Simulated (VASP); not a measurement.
# NiO2 (P-3m1) in VASP: a series of runs, part 2 of 2

VASP 6.6.1.

## (4) Single point, PBEsol (11.13 Å³/atom, c/a of the conventional cell at fixed volume 1.9290)

INCAR

```
SYSTEM = NiO2
PREC = Accurate ; ENCUT = 700
EDIFF = 1E-6 ; ISMEAR = 0
SIGMA = 0.05 ; LREAL = .False.
LASPH = .True. ; NELM = 120
ALGO = Normal ; ISIF = 2
LWAVE = .False. ; LCHARG = .False.
GGA = PS ; NBANDS = 22
GGA_COMPAT = .False.
```

KPOINTS

```
Automatic mesh
0
Gamma
  12 12 6
  0 0 0
```

POSCAR

```
NiO2
1.0
    2.7134934025      0.0000000000      0.0000000000
   -1.3567467013      2.3499542196      0.0000000000
    0.0000000000      0.0000000000      5.2343287735
Ni O
1 2
Direct
    0.0000000000      0.0000000000      0.5000000000
    0.6666666667      0.3333333333      0.6876599244
    0.3333333333      0.6666666667      0.3123400756
```

Potentials or basis: VASP PAW PBE potentials, release 64 (Ni_sv_GW, O).

Launch:

```
$ cat potpaw_PBE.64/Ni_sv_GW/POTCAR potpaw_PBE.64/O/POTCAR > POTCAR
$ mpirun -np 1 vasp_std > vasp.out
```

OUTCAR:

```text
SYSTEM = NiO2
   PREC = Accurate
   ENCUT = 700
   EDIFF = 1E-6
   ISMEAR = 0
   LREAL = .False.
   LASPH = .True.
   NELM = 120
   ISIF = 2
   GGA = PS

 ion  position               nearest neighbor table
   1  0.000  0.000  0.500-   2 1.85   3 1.85   2 1.85   3 1.85   2 1.85   3 1.85
   2  0.667  0.333  0.688-   1 1.85   1 1.85   1 1.85
   3  0.333  0.667  0.312-   1 1.85   1 1.85   1 1.85

  LATTYP: Found a hexagonal cell.
 ALAT       =     2.7134934025
 C/A-ratio  =     1.9290000000

  Lattice vectors:

 A1 = (   2.7134934025,   0.0000000000,   0.0000000000)
 A2 = (  -1.3567467013,   2.3499542196,   0.0000000000)
 A3 = (   0.0000000000,   0.0000000000,   5.2343287735)

Analysis of symmetry for initial positions (statically):
=====================================================================
 Subroutine PRICEL returns:
 Original cell was already a primitive cell.

 Routine SETGRP: Setting up the symmetry group for a
 hexagonal supercell.

 Subroutine GETGRP returns: Found 12 space group operations
 (whereof 12 operations were pure point group operations)
 out of a pool of 24 trial point group operations.

The static configuration has the point symmetry D_3d.
[... 162 lines left out ...]

 E-fermi :   1.5597     XC(G=0): -10.5780

 val. band max:        1.3391474703   @ k =   0.0833   0.0833   0.5000
 cond. band min:       2.5561022794   @ k =   0.2500   0.0000   0.3333
 fundamental gap:      1.2169548091
 Fermi energy:         1.5596963877

 k-point     1 :       0.0000    0.0000    0.0000
  band No.  band energies     occupation
      1    -102.5585      2.00000
      2     -63.0944      2.00000
      3     -63.0944      2.00000
      4     -62.9400      2.00000
      5     -18.4343      2.00000
      6     -16.0810      2.00000
[... 589 lines left out ...]
     21      19.6402      0.00000
     22      21.0603      0.00000

 [... further k-points ...]

------------------------ aborting loop because EDIFF is reached ----------------------------------------

  FORCE on cell =-STRESS in cart. coord.  units (eV):
  Direction    XX          YY          ZZ          XY          YZ          ZX
  --------------------------------------------------------------------------------------
  -------------------------------------------------------------------------------------
  Total        1.7489415      1.7489415     -0.6545933     -0.0000000     -0.0000000     -0.0000000
  in kB       83.9530942     83.9530942    -31.4219367     -0.0000000     -0.0000000     -0.0000000
  external PRESSURE =      45.4947506 kB  Pullay stress =       0.0000000 kB

 VOLUME and BASIS-vectors are now :
 -----------------------------------------------------------------------------
  energy-cutoff  :      700.00
  volume of cell :       33.38
      direct lattice vectors                 reciprocal lattice vectors
     2.713493403  0.000000000  0.000000000     0.368528628  0.212770102  0.000000000
    -1.356746701  2.349954220  0.000000000     0.000000000  0.425540205  0.000000000
     0.000000000  0.000000000  5.234328773     0.000000000  0.000000000  0.191046463

 POSITION                                       TOTAL-FORCE (eV/Angst)
 -----------------------------------------------------------------------------------
      0.00000      0.00000      2.61716         0.000000      0.000000      0.000000
      1.35675      0.78332      3.59944        -0.000000      0.000000     -0.258304
     -0.00000      1.56664      1.63489         0.000000      0.000000      0.258304
 -----------------------------------------------------------------------------------
    total drift:                                0.000000      0.000000      0.000000

  FREE ENERGIE OF THE ION-ELECTRON SYSTEM (eV)
  ---------------------------------------------------
  free  energy   TOTEN  =       -19.7212961348 eV

  energy  without entropy=      -19.7212961348  energy(sigma->0) =      -19.72129613
```

OSZICAR:

```text
N       E                     dE             d eps       ncg     rms          rms(c)
DAV:   1     0.341637246252E+03    0.34164E+03   -0.22099E+04  7198   0.498E+03
DAV:   2    -0.996373575698E+01   -0.35160E+03   -0.33272E+03  7066   0.105E+03
DAV:   3    -0.329094803961E+02   -0.22946E+02   -0.22719E+02  7258   0.288E+02
DAV:   4    -0.334618596335E+02   -0.55238E+00   -0.55177E+00  6192   0.292E+01
DAV:   5    -0.334822961498E+02   -0.20437E-01   -0.20412E-01  5984   0.506E+00    0.290E+01
DAV:   6    -0.393827664708E+02   -0.59005E+01   -0.24973E+02  6584   0.746E+02    0.363E+01
DAV:   7    -0.197786248237E+02    0.19604E+02   -0.71210E+01  7062   0.626E+02    0.603E+00
DAV:   8    -0.197507187701E+02    0.27906E-01   -0.30605E+00  7110   0.372E+01    0.295E+00
DAV:   9    -0.197209737548E+02    0.29745E-01   -0.83079E-02  7396   0.115E+01    0.898E-01
DAV:  10    -0.197215591637E+02   -0.58541E-03   -0.88123E-03  6844   0.197E+00    0.148E-01
DAV:  11    -0.197212885556E+02    0.27061E-03   -0.12338E-03  6980   0.901E-01    0.454E-02
DAV:  12    -0.197212982265E+02   -0.96710E-05   -0.11405E-04  6902   0.604E-01    0.224E-02
DAV:  13    -0.197213003738E+02   -0.21473E-05   -0.65924E-05  7092   0.576E-01    0.204E-02
DAV:  14    -0.197212965886E+02    0.37852E-05   -0.23843E-05  5986   0.389E-01    0.615E-03
DAV:  15    -0.197212961348E+02    0.45380E-06   -0.13944E-06  3394   0.882E-02
   1 F= -.19721296E+02 E0= -.19721296E+02  d E =-.805417E-12
```

stdout:

```text
POSCAR found type information on POSCAR NiO
 POSCAR found :  2 types and       3 ions
 scaLAPACK will be used
 -----------------------------------------------------------------------------
|                                                                             |
|                                                                             |
|     You enforced a specific xc type in the INCAR file but a different       |
|     I HOPE YOU KNOW WHAT YOU ARE DOING!                                     |
|                                                                             |
 -----------------------------------------------------------------------------

 LDA part: xc-table for (Slater+PW92), standard interpolation
 POSCAR, INCAR and KPOINTS ok, starting setup
 FFT: planning ... GRIDC
 FFT: planning ... GRID_SOFT
 FFT: planning ... GRID
 WAVECAR not read
 entering main loop
```

It took 43 s on 1 thread of Intel Xeon 6975P-C (Granite Rapids), shared host; peak memory 0.27 GiB.

Results:

- Free energy: -19.7213 eV
- Pressure: 4.5 GPa
- Largest force: 0.258 eV/Å
- Band gap on the k mesh: 1.22 eV (least direct gap 1.39 eV)

Forces on the atoms (eV/Å):
```
Ni   0.000  0.000  0.000
O    0.000  0.000 -0.258
O    0.000  0.000  0.258
```

Levels at points of the mesh, in eV from the valence-band top:
```csv
k point,band 12,band 13,band 14,band 15,band 16,band 17,band 18,band 19
"(0.00, 0.00, 0.00)",-1.18,-0.90,-0.90,-0.36,2.45,2.45,7.76,11.41
"(0.50, 0.00, 0.00)",-2.11,-1.66,-1.58,-0.87,1.93,2.34,12.49,13.77
"(0.00, 0.00, 0.50)",-1.84,-0.91,-0.91,-0.16,2.46,2.46,9.62,9.79
"(0.50, 0.00, 0.50)",-1.88,-1.69,-1.58,-0.90,1.93,2.32,11.99,13.14
```

Caveat: the cell differs from its parent crystal (c/a of the conventional cell at fixed volume 1.9290); the stress differs along the axes, from -3 to 8 GPa; the PAW data sets were made with another functional, which shifts forces and pressure a little; the run has no spin polarisation, though such a crystal can be magnetic.

## (5) Summary

| cell | gap on the mesh (eV) | pressure (GPa) | largest force (eV/Å) |
| --- | --- | --- | --- |
| a = 2.784, b = 2.784, c = 4.973 Å, angles 90.0, 90.0, 120.0°, 3 atoms, atomic positions A | 0.94 | 31.3 | 4.21 |
| a = 2.803, b = 2.803, c = 4.906 Å, angles 90.0, 90.0, 120.0°, 3 atoms, atomic positions B | 1.03 | 7.6 | 1.35 |
| a = 2.713, b = 2.713, c = 5.234 Å, angles 90.0, 90.0, 120.0°, 3 atoms, atomic positions C | 1.22 | 4.5 | 0.26 |

Alike in all rows: task single point; level PBEsol; potentials or basis VASP PAW PBE potentials, release 64 (Ni_sv_GW, O); no spin polarisation; k mesh 12 × 12 × 6; cutoff (eV) 700; smearing gaussian 0.05 eV.

Caveats: the PAW data sets were made with another functional, which shifts forces and pressure a little; the run has no spin polarisation, though such a crystal can be magnetic; the cell stands under pressure (at least some runs); the stress differs along the axes, from -3 to 8 GPa (at least some runs).

Absolute energies hang on the potentials; compare differences alone.
